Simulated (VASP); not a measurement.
# Te (I4_1/amd) in VASP: further runs

Te is run at these levels: LDA; tasks: single point.

All numbers are computed with VASP 6.6.1; they aren't measurements. Logs are shortened: lines on timing, memory, paths and dates and some standing lists are left out, and cuts for length are marked.

**1. The cell of the first run**

It takes space group I4_1/amd (No. 141, tetragonal). The conventional cell has a = 4.410 Å, b = 4.410 Å, c = 2.354 Å, α = 90.00°, β = 90.00°, γ = 90.00°. Within 3.0 Å of Te (site symmetry -4m2) lie 10 Te at 2.28 to 2.82 Å.

**2. Single point, LDA**

The input, INCAR:

```
  PREC = Accurate
  ENCUT = 520
  EDIFF = 1E-7
  ISMEAR = -1
  SIGMA = 0.05
  LREAL = False
  LASPH = True
  NELM = 60
  ALGO = Normal
  ISIF = 2
  LWAVE = False
  LCHARG = True
  GGA = CA
  LELF = True
  LVHAR = True
  NBANDS = 13
```

The input, KPOINTS:

```
Automatic mesh
0
Gamma
  18 18 18
```

The input, POSCAR:

```
Te
1.0
   -2.2052244510      2.2052244510      1.1770632503
    2.2052244510     -2.2052244510      1.1770632503
    2.2052244510      2.2052244510     -1.1770632503
Te
2
Direct
   -0.3750000000     -0.1250000000     -0.2500000000
    0.3750000000      0.1250000000      0.2500000000
```

Potentials or basis: VASP PAW LDA potentials, release 64 (Te).

Command:

```
$ cat potpaw_LDA.64/Te/POTCAR > POTCAR
$ mpirun -np 1 vasp_std > vasp.out
```

OUTCAR:

```text
PREC = Accurate
   ENCUT = 520
   EDIFF = 1E-7
   ISMEAR = -1
   LREAL = False
   LASPH = True
   NELM = 60
   ISIF = 2
   GGA = CA

 ion  position               nearest neighbor table
   1  0.625  0.875  0.750-   2 2.28   2 2.28   2 2.28   2 2.28   2 2.82   2 2.82   2 2.82   2 2.82
                             2 3.68   2 3.68
   2  0.375  0.125  0.250-   1 2.28   1 2.28   1 2.28   1 2.28   1 2.82   1 2.82   1 2.82   1 2.82
                             1 3.68   1 3.68

  LATTYP: Found a body centered tetragonal cell.
 ALAT       =     4.4104489020
 C/A-ratio  =     0.5337612005

  Lattice vectors:

 A1 = (  -2.2052244510,   2.2052244510,   1.1770632503)
 A2 = (   2.2052244510,  -2.2052244510,   1.1770632503)
 A3 = (   2.2052244510,   2.2052244510,  -1.1770632503)

Analysis of symmetry for initial positions (statically):
=====================================================================
 Subroutine PRICEL returns:
 Original cell was already a primitive cell.

 Routine SETGRP: Setting up the symmetry group for a
 body centered tetragonal supercell.

 Subroutine GETGRP returns: Found 16 space group operations
 (whereof  4 operations were pure point group operations)
 out of a pool of 16 trial point group operations.

The static configuration has the point symmetry C_2h.
 The point group associated with its full space group is D_4h.

Analysis of symmetry for dynamics (positions and initial velocities):
=====================================================================
 Subroutine PRICEL returns:
 Original cell was already a primitive cell.

 Routine SETGRP: Setting up the symmetry group for a
 body centered tetragonal supercell.

 Subroutine GETGRP returns: Found 16 space group operations
 (whereof  4 operations were pure point group operations)
 out of a pool of 16 trial point group operations.

The dynamic configuration has the point symmetry C_2h.
 The point group associated with its full space group is D_4h.

 Subroutine INISYM returns: Found 16 space group operations
 (whereof  4 operations are pure point group operations),
 and found     1 'primitive' translations

----------------------------------------------------------------------------------------

                                     Primitive cell

  volume of cell :      22.8963

  direct lattice vectors                    reciprocal lattice vectors
    -2.205224451  2.205224451  1.177063250     0.000000000  0.226734290  0.424786009
     2.205224451 -2.205224451  1.177063250     0.226734290  0.000000000  0.424786009
     2.205224451  2.205224451 -1.177063250     0.226734290  0.226734290  0.000000000

  length of vectors
     3.333392814  3.333392814  3.333392814     0.481509700  0.481509700  0.320650708

  position of ions in fractional coordinates (direct lattice)
     0.625000000  0.875000000  0.750000000
     0.375000000  0.125000000  0.250000000

  ion indices of the primitive-cell ions
   primitive index   ion index
                 1           1
                 2           2

----------------------------------------------------------------------------------------

 KPOINTS: Automatic mesh

Automatic generation of k-mesh.
 Grid dimensions read from file:
 generate k-points for:   18   18   18

 Generating k-lattice:

  Cartesian coordinates                     Fractional coordinates (reciprocal lattice)
     0.000000000  0.012596349  0.023599223     0.055555556  0.000000000 -0.000000000
     0.012596349  0.000000000  0.023599223     0.000000000  0.055555556 -0.000000000
     0.012596349  0.012596349  0.000000000     0.000000000  0.000000000  0.055555556

  Length of vectors
     0.026750539  0.026750539  0.017813928

  Shift w.r.t. Gamma in fractional coordinates (k-lattice)
     0.000000000  0.000000000  0.000000000

 Subroutine IBZKPT returns following result:
 ===========================================

 Found    480 irreducible k-points:

 Following reciprocal coordinates:
            Coordinates               Weight
  0.000000  0.000000  0.000000      1.000000
  0.055556 -0.000000  0.000000      8.000000
  0.111111 -0.000000  0.000000      8.000000
  0.166667  0.000000 -0.000000      8.000000
  0.222222  0.000000 -0.000000      8.000000
  0.277778 -0.000000  0.000000      8.000000
[... 16 lines left out ...]
 -0.277778  0.055556 -0.000000     16.000000
 -0.222222  0.055556  0.000000     16.000000
 [... further k-points ...]
   k-points           NKPTS =    480   k-points in BZ     NKDIM =    480   number of bands    NBANDS=     13
   number of dos      NEDOS =    301   number of ions     NIONS =      2
   total plane-waves  NPLWV =  21952
   dimension x,y,z NGX =    28 NGY =   28 NGZ =   28
   dimension x,y,z NGXF=    56 NGYF=   56 NGZF=   56
   ions per type =               2
   NGX,Y,Z   is equivalent  to a cutoff of  13.96, 13.96, 13.96 a.u.
   NGXF,Y,Z  is equivalent  to a cutoff of  27.93, 27.93, 27.93 a.u.
 SYSTEM =  unknown system
   PREC   = accura    normal or accurate (medium, high low for compatibility)
   ISTART =      0    job   : 0-new  1-cont  2-samecut
   ICHARG =      2    charge: 1-file 2-atom 10-const
   ISPIN  =      1    spin polarized calculation?
   LNONCOLLINEAR =      F non collinear calculations
   LSORBIT =      F    spin-orbit coupling
   LASPH  =      T    aspherical Exc in radial PAW
   ENCUT  =  520.0 eV  38.22 Ry    6.18 a.u.   6.20  6.20  6.20*2*pi/ulx,y,z
   NELM   =     60;   NELMIN=  2; NELMDL= -5     # of ELM steps
   EDIFF  = 0.1E-06   stopping-criterion for ELM
   LREAL  =      F    real-space projection
   EDIFFG = 0.1E-05   stopping-criterion for IOM
   NSW    =      0    number of steps for IOM
   IBRION =     -1    ionic relax: 0-MD 1-quasi-New 2-CG
   NFREE  =      0    steps in history (QN), initial steepest desc. (CG)
   ISIF   =      2    stress and relaxation
   ISYM   =      2    0-nonsym 1-usesym 2-fastsym
   POTIM  = 0.5000    time-step for ionic-motion
   TEBEG  =    0.0;   TEEND  =   0.0 temperature during run
   PSTRESS=    0.0 pullay stress
   NELECT =      12.0000    total number of electrons
   NUPDOWN=      -1.0000    fix difference up-down
   EMIN   =  10.00;   EMAX   =-10.00  energy-range for DOS
   EFERMI =   0.00;   METHOD = LEGACY
   ISMEAR =    -1;   SIGMA  =   0.05  broadening in eV -4-tet -1-fermi 0-gaus
   EFERMI_NEDOS =   21; number of points for ismear=-14 and -15
   IALGO  =     38    algorithm
   IMIX   =      4    mixing-type and parameters
     AMIX     =   0.40;   BMIX     =  1.00
     AMIX_MAG =   1.60;   BMIX_MAG =  1.00
  volume/ion in A,a.u.               =      11.45        77.26
  Fermi-wavevector in a.u.,A,eV,Ry     =   1.319917  2.494282 23.703828  1.742182
  Thomas-Fermi vector in A             =   2.449781
   LORBIT       =      0    0 simple, 1 ext, 2 COOP (PROOUT), +10 PAW based schemes
   GGA     = CA    functional components
   LHFCALC =     F    Hartree Fock is set to
   AEXX    =    0.0000 exact exchange contribution
   IVDW    =     0    specifies the selected vdW correction
   LEPSILON=     F    determine dielectric tensor
   LRPA    =     F    only Hartree local field effects (RPA)
 non-spin polarized calculation
  energy-cutoff  :      520.00
  volume of cell :       22.90
 maximum number of plane-waves:       633
 NGX is ok and might be reduce to    28
   NGX = 13   NGY = 13   NGZ = 13

 number of electron      11.9999999 magnetization

 Free energy of the ion-electron system (eV)
  ---------------------------------------------------
  ext. energy  EPLUGINS =         0.00000000
  ---------------------------------------------------
  free energy    TOTEN  =        14.86873433 eV

  energy without entropy =       14.87531407  energy(sigma->0) =       14.87202420

 E-fermi :  27.4531     XC(G=0): -14.5405

 val. band max:       27.4505831201   @ k =   0.3333   0.3333   0.1111
 cond. band min:      27.4590343410   @ k =   0.2222   0.2222   0.2222
 fundamental gap:      0.0084512209
 Fermi energy:        27.4530585462

 k-point     1 :       0.0000    0.0000    0.0000
  band No.  band energies     occupation
      1       0.9306      2.00000
      2      16.1929      2.00000
      3      16.1929      2.00000
      4      18.8498      2.00000
      5      23.9314      2.00000
      6      31.5142      0.00000
      7      31.5142      0.00000
      8      34.8270      0.00000
      9      35.6893      0.00000
     10      36.3879      0.00000
     11      36.7245      0.00000
     12      37.0549      0.00000
     13      37.0549      0.00000

 k-point     2 :       0.0556   -0.0000    0.0000
  band No.  band energies     occupation
      1       1.0510      2.00000
      2      16.0090      2.00000
      3      16.2148      2.00000
      4      19.2488      2.00000
      5      24.0989      2.00000
      6      31.2142      0.00000
      7      31.6543      0.00000
      8      33.7280      0.00000
      9      34.2203      0.00000
     10      34.9362      0.00000
     11      35.3021      0.00000
     12      35.9638      0.00000
     13      37.8541      0.00000

 k-point     3 :       0.1111   -0.0000    0.0000
  band No.  band energies     occupation
      1       1.4132      2.00000
      2      15.6688      2.00000
      3      16.2868      2.00000
      4      20.2230      2.00000
      5      24.5910      2.00000
      6      30.4373      0.00000
      7      30.8774      0.00000
      8      31.9629      0.00000
      9      32.1752      0.00000
     10      33.0138      0.00000
     11      34.1102      0.00000
     12      36.1427      0.00000
     13      39.0955      0.00000
[... 305 lines left out ...]
 k-point    23 :      -0.2778    0.0556   -0.0000
  band No.  band energies     occupation
      1       3.1378      2.00000
      2      14.2167      2.00000
      3      16.5704      2.00000
      4      22.9333      2.00000
      5      25.3345      2.00000
      6      26.7721      2.00000
      7      27.4225      1.29596
      8      28.2569      0.00000
      9      29.5858      0.00000
     10      32.8256      0.00000
     11      33.7760      0.00000
     12      37.5972      0.00000
     13      42.5447      0.00000

 k-point    24 :      -0.2222    0.0556    0.0000
  band No.  band energies     occupation
      1       2.2321      2.00000
      2      14.2736      2.00000
      3      16.4006      2.00000
      4      22.4251      2.00000
      5      26.1900      2.00000
      6      27.2899      1.92623
      7      28.2483      0.00000
      8      29.7593      0.00000
      9      31.2632      0.00000
     10      32.8455      0.00000
     11      33.8388      0.00000
     12      37.1896      0.00000
     13      41.1553      0.00000

 [... further k-points ...]
[... 5 lines left out ...]
  --------------------------------------------------------------------------------------
  -------------------------------------------------------------------------------------
  Total       66.0220268     66.0220268     66.3063390      0.0000000      0.0000000      0.0000000
  in kB     4619.9156311   4619.9156311   4639.8104864      0.0000000      0.0000000      0.0000000
  external PRESSURE =    4626.5472496 kB  Pullay stress =       0.0000000 kB

 VOLUME and BASIS-vectors are now :
 -----------------------------------------------------------------------------
  energy-cutoff  :      520.00
  volume of cell :       22.90
      direct lattice vectors                 reciprocal lattice vectors
    -2.205224451  2.205224451  1.177063250     0.000000000  0.226734290  0.424786009
     2.205224451 -2.205224451  1.177063250     0.226734290  0.000000000  0.424786009
     2.205224451  2.205224451 -1.177063250     0.226734290  0.226734290  0.000000000

 POSITION                                       TOTAL-FORCE (eV/Angst)
 -----------------------------------------------------------------------------------
      2.20522      1.10261      0.88280         0.000000      0.000000     -0.000000
     -0.00000      1.10261      0.29427        -0.000000     -0.000000      0.000000
 -----------------------------------------------------------------------------------
    total drift:                               -0.000000      0.000000     -0.000000

  FREE ENERGIE OF THE ION-ELECTRON SYSTEM (eV)
  ---------------------------------------------------
  free  energy   TOTEN  =        14.8687343285 eV

  energy  without entropy=       14.8753140731  energy(sigma->0) =       14.87202420
```

Run time: 4.8 min. Hardware: 1 thread of AMD EPYC 7R43 (Zen 3), shared host; peak memory 0.2 GiB.

Results:

| Property | Result |
| --- | --- |
| Free energy | 14.8687 eV |
| Pressure | 462.7 GPa |
| Band gap on the k mesh | zero (band 6 reaches 35.70 eV, above the bottom of band 7 at 24.18 eV) |

Stress tensor (GPa, compression positive):
```
461.99   0.00   0.00
  0.00 461.99   0.00
  0.00   0.00 463.98
```

Caveat: spin-orbit coupling is left out, which moves the levels of the heavy elements.

**3. Single point, LDA**

The input, INCAR:

```
PREC = Accurate
ENCUT = 520
EDIFF = 1E-6
ISMEAR = -1
SIGMA = 0.05
LREAL = F
LASPH = T
NELM = 100
ALGO = Normal
ISIF = 2
LWAVE = F
LCHARG = T
LELF = T
LVHAR = T
NBANDS = 13
```

The input, KPOINTS:

```
regular mesh
0
Gamma
  18 18 18
```

The input, POSCAR:

```
Te
1.0
   -2.2051076353      2.2051076353      1.1770118920
    2.2051076353     -2.2051076353      1.1770118920
    2.2051076353      2.2051076353     -1.1770118920
Te
2
Direct
   -0.3750000000     -0.1250000000     -0.2500000000
    0.3750000000      0.1250000000      0.2500000000
```

Potentials or basis: VASP PAW LDA potentials, release 64 (Te).

Command:

```
$ cat potpaw_LDA.64/Te/POTCAR > POTCAR
$ mpirun -np 1 vasp_std > vasp.out
```

OUTCAR:

```text
PREC = Accurate
   ENCUT = 520
   EDIFF = 1E-6
   ISMEAR = -1
   LREAL = F
   LASPH = T
   NELM = 100
   ISIF = 2

 ion  position               nearest neighbor table
   1  0.625  0.875  0.750-   2 2.28   2 2.28   2 2.28   2 2.28   2 2.82   2 2.82   2 2.82   2 2.82
                             2 3.68   2 3.68
   2  0.375  0.125  0.250-   1 2.28   1 2.28   1 2.28   1 2.28   1 2.82   1 2.82   1 2.82   1 2.82
                             1 3.68   1 3.68

  LATTYP: Found a body centered tetragonal cell.
 ALAT       =     4.4102152706
 C/A-ratio  =     0.5337661859
[... 568 lines left out ...]
      9      31.2678      0.00000
     10      32.8501      0.00000
     11      33.8434      0.00000
     12      37.1945      0.00000
     13      41.1605      0.00000

 [... further k-points ...]
[... 5 lines left out ...]
  --------------------------------------------------------------------------------------
  -------------------------------------------------------------------------------------
  Total       66.0453349     66.0453349     66.3278539      0.0000000      0.0000000     -0.0000000
  in kB     4622.2379725   4622.2379725   4642.0103011      0.0000000      0.0000000     -0.0000000
  external PRESSURE =    4628.8287487 kB  Pullay stress =       0.0000000 kB

 VOLUME and BASIS-vectors are now :
 -----------------------------------------------------------------------------
  energy-cutoff  :      520.00
  volume of cell :       22.89
      direct lattice vectors                 reciprocal lattice vectors
    -2.205107635  2.205107635  1.177011892     0.000000000  0.226746301  0.424804544
     2.205107635 -2.205107635  1.177011892     0.226746301  0.000000000  0.424804544
     2.205107635  2.205107635 -1.177011892     0.226746301  0.226746301  0.000000000

 POSITION                                       TOTAL-FORCE (eV/Angst)
 -----------------------------------------------------------------------------------
      2.20511      1.10255      0.88276        -0.000000      0.000000     -0.000000
      0.00000      1.10255      0.29425         0.000000     -0.000000      0.000000
 -----------------------------------------------------------------------------------
    total drift:                               -0.000000      0.000000     -0.000000

  FREE ENERGIE OF THE ION-ELECTRON SYSTEM (eV)
  ---------------------------------------------------
  free  energy   TOTEN  =        14.8786251774 eV

  energy  without entropy=       14.8852023155  energy(sigma->0) =       14.88191375
```

Run time: 5.6 min. Hardware: 1 thread of AMD EPYC 7R43 (Zen 3), shared host; peak memory 0.2 GiB.

Results:

* Free energy: 14.8786 eV
* Pressure: 462.9 GPa
* Band gap on the k mesh: zero (band 6 reaches 35.70 eV, above the bottom of band 7 at 24.19 eV)

Levels at points of the mesh, in eV from the Fermi level:
```tsv
k point	band 4	band 5	band 6	band 7	band 8	band 9
(0.00, 0.00, 0.00)	-8.60	-3.52	4.06	4.06	7.38	8.24
(0.50, 0.00, 0.00)	-9.16	-7.78	-4.05	-1.20	2.84	4.93
(0.50, 0.50, 0.00)	-5.94	-3.14	-3.14	3.99	3.99	8.74
(0.50, 0.50, 0.50)	-16.89	2.96	2.96	10.24	10.24	10.40
```

Caveat: spin-orbit coupling is left out, which moves the levels of the heavy elements.
